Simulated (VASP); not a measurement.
Write the native input for VASP 6.6.1 that does the following.

```
Task                   : single point
Functional             : PBE
Potentials or basis    : VASP PAW PBE potentials, release 64 (C_h, O_h)
Cutoff                 : 1340 eV
k mesh                 : 5 × 5 × 5
Occupations            : fermi-dirac, width 0.01 eV
Spin                   : no spin polarisation
Dipole correction      : no
Further INCAR settings : ALGO = Normal; EDIFF = 1e-06; NBANDS = 44
```

The structure of CO2 lies in POSCAR:

```
CO2
1.0
    5.6200000000      0.0000000000      0.0000000000
    0.0000000000      5.6200000000      0.0000000000
    0.0000000000      0.0000000000      5.6200000000
C O
4 8
Direct
    0.0000000000      0.0000000000      0.0000000000
    0.5000000000      0.0000000000      0.5000000000
    0.5000000000      0.5000000000      0.0000000000
    0.0000000000      0.5000000000      0.5000000000
    0.1200163792      0.1200163792      0.1200163792
    0.3799836208      0.8799836208      0.6200163792
    0.6200163792      0.3799836208      0.8799836208
    0.8799836208      0.6200163792      0.3799836208
    0.8799836208      0.8799836208      0.8799836208
    0.6200163792      0.1200163792      0.3799836208
    0.3799836208      0.6200163792      0.1200163792
    0.1200163792      0.3799836208      0.6200163792
```

The input as run:

INCAR

```
PREC     = Accurate       # precision mode
ENCUT    = 1340           # plane-wave cutoff, eV
EDIFF    = 1E-6           # SCF threshold, eV
ISMEAR   = -1             # smearing method
SIGMA    = 0.01           # smearing width, eV
LREAL    = False          # projectors in reciprocal space
LASPH    = True           # aspherical terms in the spheres
NELM     = 120            # most SCF steps
ALGO     = Normal         # electronic algorithm
ISIF     = 2              # what is computed and relaxed
LWAVE    = False          # write WAVECAR
LCHARG   = False          # write CHGCAR
GGA      = PE             # functional
NBANDS   = 44             # bands
GGA_COMPAT= False
```

KPOINTS

```
Automatic mesh
0
Gamma
  5 5 5
```

Potentials or basis: VASP PAW PBE potentials, release 64 (C_h, O_h).

Launch:

```console
$ cat potpaw_PBE.64/C_h/POTCAR potpaw_PBE.64/O_h/POTCAR > POTCAR
$ mpirun -np 1 vasp_std > vasp.out
```

Results of the run:

| Item | Value |
| --- | --- |
| Pressure | 1.1 GPa |
| Largest force | 0.019 eV/Å |
| Band gap on the k mesh | 6.79 eV |

Caveat: this functional lacks dispersion, which holds the molecules together, so the pressure and a relaxed volume are unreliable; an odd mesh through Γ misses points on the zone boundary, where band edges can lie.

It took 8.8 min on 1 thread of AMD EPYC 7R13 Processor (Zen 3), on a shared host, peak memory 0.77 GiB.
